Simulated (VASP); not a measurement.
Runs of VASP 6.6.1 on BiAs (rocksalt type). The structure is that of space group Fm-3m (No. 225), or close to it. The cells are those of the table. 

```tsv
task	cell	gap on the mesh (eV)	pressure (GPa)
single point	a = 4.294 Å, angles 60.0°, 2 atoms	0.13	-1.2
electric field gradients	a = 4.266 Å, angles 60.0°, 2 atoms	0.13	0.0
electric field gradients	a = 4.237 Å, angles 60.0°, 2 atoms	0.14	1.4
single point	a = 4.180 Å, angles 60.0°, 2 atoms	0.09	4.4
electric field gradients	a = 4.294 Å, angles 60.0°, 2 atoms	0.13	-1.2
single point	a = 4.350 Å, angles 60.0°, 2 atoms	0.12	-3.2
single point	a = 4.237 Å, angles 60.0°, 2 atoms	0.14	1.3
electric field gradients	a = 4.180 Å, angles 60.0°, 2 atoms	0.09	(a)
single point	a = 4.266 Å, angles 60.0°, 2 atoms	0.13	0.0
electric field gradients	a = 4.350 Å, angles 60.0°, 2 atoms	0.12	-3.2
```

Alike in all rows: level PBE; potentials or basis VASP PAW PBE potentials, release 64 (As, Bi_d); no spin polarisation; k mesh 11 × 11 × 11; cutoff (eV) 520; smearing fermi-dirac 0.03 eV.

Task: Fill in the values left out.

Result: (a) 4.5.

Caveats: spin-orbit coupling is left out, which moves the levels of the heavy elements; an odd mesh through Γ misses points on the zone boundary, where band edges can lie; the cell stands under pressure (at least some runs); the cell stands under tension (at least some runs).

A k mesh can miss the band edges, and the runs leave out spin-orbit coupling on As, Bi.
